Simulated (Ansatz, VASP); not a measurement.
# Ta: VASP beside Ansatz

```
Ta
1.0
    -1.60174    1.60174    1.65128
     1.60174   -1.60174    1.65128
     1.60174    1.60174   -1.65128
Ta
1
Direct
  0.00000 0.00000 0.00000
```

Change from the starting cell: strain -0.030 along x and y, +0.000 along z, atoms carried along.

Alike in both runs: task single point; functional PBE; k mesh 20 × 20 × 20; occupations gaussian, width 0.15 eV; no spin polarisation.

|  | VASP | Ansatz |
| --- | --- | --- |
| version | VASP 6.6.1 | Ansatz 0.2.0 |
| potentials or method | VASP PAW PBE potentials, release 64 (Ta_pv), cutoff 520 eV | scalar-relativistic, plane waves, PAW |
| valence electrons in the cell | 11 | 13 |

|  | VASP | Ansatz | Ansatz less VASP |
| --- | --- | --- | --- |
| gap on the k mesh at the Fermi level (eV) | none | none | - |
| pressure (GPa) | 17.6 | 17.4 | -0.24 |
| traceless stress, the component that is largest in VASP (GPa) | -2.78 | -2.79 | -0.007 |

A gap of «none» marks a metal or a gap that the smearing closes. VASP's potentials hold 11 valence electrons a cell and Ansatz's 13, so a difference there can come from the potentials and not from the codes.

Neither program's run includes spin-orbit coupling.
